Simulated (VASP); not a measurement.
Ge, 2 atoms in the cell. Symmetry: Fd-3m, No. 227, cubic system. The conventional cell has a = 5.732 Å, b = 5.732 Å, c = 5.732 Å, α = 90.00°, β = 90.00°, γ = 90.00°. Ge (site symmetry -43m) has 4 Ge at 2.48 Å within 3.3 Å. 

| Property | Result |
| --- | --- |
| Program | VASP 6.6.1 |
| Task | single point |
| Functional | r2SCAN |
| Dispersion | rVV10 |
| Potentials or basis | VASP PAW PBE potentials, release 64 (Ge_d) |
| Cutoff | 520 eV |
| k mesh | 8 × 8 × 8 |
| Occupations | fermi-dirac, width 0.05 eV |
| Spin | no spin polarisation |
| Dipole correction | no |
| Further INCAR settings | ALGO = Normal; EDIFF = 1e-06; NBANDS = 21 |

Potentials or basis: VASP PAW PBE potentials, release 64 (Ge_d).

Command:

```bash
$ cat potpaw_PBE.64/Ge_d/POTCAR > POTCAR
$ cp INCAR.step1 INCAR
$ mpirun -np 1 vasp_std > vasp.out
$ cp INCAR.step2 INCAR
$ mpirun -np 1 vasp_std > vasp.out
```

Hardware: 1 thread of Intel(R) Xeon(R) Platinum 8488C (Sapphire Rapids), with other jobs on the host.

Estimate the wall time of this run.

It took 92 s on 1 thread of Intel(R) Xeon(R) Platinum 8488C (Sapphire Rapids), with other jobs on the host, peak memory 0.28 GiB. Counts: k points 29.
